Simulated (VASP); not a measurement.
A run of VASP 6.6.1 is set up as follows.

File INCAR:

```
PREC     = Accurate       # precision mode
ENCUT    = 520            # plane-wave cutoff, eV
EDIFF    = 1E-6           # SCF threshold, eV
ISMEAR   = -1             # smearing method
SIGMA    = 0.02           # smearing width, eV
LREAL    = Auto         
LASPH    = T              # aspherical terms in the spheres
NELM     = 80             # most SCF steps
ALGO     = Normal         # electronic algorithm
ISIF     = 2              # what is computed and relaxed
LWAVE    = F              # write WAVECAR
LCHARG   = T              # write CHGCAR
GGA      = PE             # functional
IVDW     = 12             # dispersion correction
LELF     = T              # ELF
LVHAR    = T            
NBANDS   = 73             # bands
```

KPOINTS

```
regular mesh
0
Gamma
  1 1 1
```

POSCAR

```
H8C3O2
1.0
    7.1348020000      0.0000000000      0.0000000000
    0.0000000000      7.1348020000      0.0000000000
    0.0000000000      0.0000000000      7.1348020000
C O H
9 6 24
Direct
    0.0599175702      0.8027973306      0.9972105743
    0.4930480201      0.6305570918      0.5492514018
    0.4897122583      0.4866147652      0.3833322915
    0.5396645906      0.9646798888      0.0319700533
    0.5795956216      1.0074280968     -0.1780988456
    0.8873967350      0.3834163863      0.6769353936
    1.0396924820      0.5313111702      0.6616301335
    1.1196806863      0.2128720601      0.1838453261
    0.8942364483      0.2152407313      0.2122133172
   -0.0003083477      0.6809719457      1.0938495560
    0.1322671603      0.8986654430      0.8806971798
    0.4495569744      0.2969528797      0.4668945263
    0.7721027157      0.9699498318     -0.2179457818
    0.9666561174      0.7129980622      0.5976339638
    0.8616637154      0.0959381914      0.3568143867
    0.3334500383      0.2485983493      0.3916156328
    0.3960726591      0.5117170736      0.2657957432
    0.6308514238      0.4821297073      0.3262599298
    0.3683914424      0.7351570513      0.5520966104
    0.5020461675      0.5396225431      0.6657087331
    0.6266747136      0.7202302180      0.5551240245
    0.7650527653      0.8537868325     -0.2889218229
    0.5019340411      0.9128214070     -0.2632448665
    0.5419912143      1.1535568892     -0.2208190220
    0.4171243995      0.8729324234      0.0750826722
    0.6557434951      0.9125831383      0.1263244586
    0.5018219146      1.0897289091      0.0999046645
    1.0147443475      0.7301534086      0.4736641605
    1.0751945184      0.5655377683      0.8161684094
    1.1502771906      0.4852832636      0.5831836679
    0.9474124159      0.2463978678      0.6143688360
    0.8053341915      0.3834724496      0.8095249174
    0.7984664466      0.4194510233      0.5553622932
    0.7273362316      0.1075292629      0.3738015435
    0.8442280529      0.3579216354      0.2442954969
    0.8158460459      0.1904467706      0.0894068259
    1.1789955769      0.3311514461      0.2676878770
    1.1643911071      0.0813477375      0.2421791102
    1.1650918974      0.2089756660      0.0424959235
```

Potentials or basis: VASP PAW PBE potentials, release 64 (C, O, H).

Run with:

```console
$ cat potpaw_PBE.64/C/POTCAR potpaw_PBE.64/O/POTCAR potpaw_PBE.64/H/POTCAR > POTCAR
$ mpirun -np 1 vasp_gam > vasp.out
```

(1) Predict the pressure.

(2) What does it give for the band gap on the k mesh?

(3) Estimate the dispersion energy per atom.

Results:

(1) 0.6 GPa.

(2) 4.20 eV.

(3) -0.047 eV.

Caveat: the k points lie up to 0.88 Å⁻¹ apart.
